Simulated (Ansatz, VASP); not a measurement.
# SrCuS2 in VASP and in Ansatz

```
CELL_PARAMETERS angstrom
4.34895 0.00000 0.00000
0.00000 4.34895 0.00000
0.00000 0.00000 8.93915
ATOMIC_POSITIONS crystal
Sr 0.25000 0.25000 0.68476
Sr 0.75000 0.75000 0.31524
Cu 0.25000 0.25000 0.09434
Cu 0.75000 0.75000 0.90566
S 0.25000 0.25000 0.35409
S 0.75000 0.75000 0.64591
S 0.75000 0.25000 0.00000
S 0.25000 0.75000 0.00000
```

Alike in both runs: functional r2SCAN; k mesh 4 × 4 × 2; collinear spin.

Ansatz relaxed the structure, and its values are those at the end. VASP's run is a single point on that final structure, the one shown.

|  | VASP | Ansatz |
| --- | --- | --- |
| version | VASP 6.6.1 | Ansatz 0.2.0 |
| potentials or method | VASP PAW PBE potentials, release 64 (Sr_sv, Cu, S), cutoff 520 eV | PAW plane waves |
| occupations | fermi-dirac, width 0.1 eV | fermi-dirac |
| valence electrons in the cell | 66 | 82 |

```tsv
	VASP	Ansatz	Ansatz less VASP
gap on the k mesh at the Fermi level (eV)	none	none	-
pressure (GPa)	0.1	0.0	-0.08
rms of the force components (eV/Å)	0.009	0.001	-0.0078
net moment per atom (μB)	0.00	0.00	0.000
```

VASP's potentials were made for PBE, not for r2SCAN. A gap of «none» marks a metal or a gap that the smearing closes. VASP's potentials hold 66 valence electrons a cell and Ansatz's 82, so a difference there can come from the potentials and not from the codes. Ansatz's warnings: no starting moments.

The k mesh is coarse, so the values compare programs but aren't converged.
